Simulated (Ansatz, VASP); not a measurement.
# Re: VASP beside Ansatz

The input INCAR:

```
  PREC = Accurate
  ENCUT = 520
  EDIFF = 1E-6
  ISMEAR = 0
  SIGMA = 0.15
  LREAL = False
  LASPH = True
  NELM = 100
  ALGO = Normal
  ISIF = 2
  LWAVE = False
  LCHARG = False
  GGA = PE
  NBANDS = 10
```

File KPOINTS:

```
regular mesh
0
Gamma
  10 10 10
```

POSCAR

```
Re
1.0
    0.0000000000      2.0474414598      1.8472016850
    2.0474414598      0.0000000000      1.8472016850
    2.0474414598      2.0474414598      0.0000000000
Re
1
Direct
    0.0000000000      0.0000000000      0.0000000000
```

Input for Ansatz:

```yaml
crystal:
  lattice:
    - [0.0, 2.0474414598, 1.847201685]
    - [2.0474414598, 0.0, 1.847201685]
    - [2.0474414598, 2.0474414598, 0.0]
  atoms:
    - { symbol: Re, position: [0.0, 0.0, 0.0] }
basis:
  ecutwfc: 420
kpoints:
  mp_grid: { grid: [10, 10, 10] }
hamiltonian:
  xc: pbe
scf:
  occupations: { method: gaussian, width: 0.15 }
output:
  forces: true
  stress: true
  eigenvalues: true
```

Alike in both runs: task single point; functional PBE; k mesh 10 × 10 × 10; occupations gaussian, width 0.15 eV; no spin polarisation.

|  | VASP | Ansatz |
| --- | --- | --- |
| version | VASP 6.6.1 | Ansatz 0.2.0 |
| potentials or method | VASP PAW PBE potentials, release 64 (Re), cutoff 520 eV | scalar-relativistic, plane waves, PAW |
| valence electrons in the cell | 7 | 15 |

|  | VASP | Ansatz | Ansatz less VASP |
| --- | --- | --- | --- |
| gap on the k mesh at the Fermi level (eV) | none | none | - |
| pressure (GPa) | -10.6 | -10.0 | +0.67 |
| traceless stress, the component that is largest in VASP (GPa) | 13.17 | 13.22 | +0.044 |

A gap of «none» marks a metal or a gap that the smearing closes. The functional is the same, so the differences come from potentials, cutoffs and numerics. VASP's potentials hold 7 valence electrons a cell and Ansatz's 15, so a difference there can come from the potentials and not from the codes.

Spin-orbit coupling is off throughout.
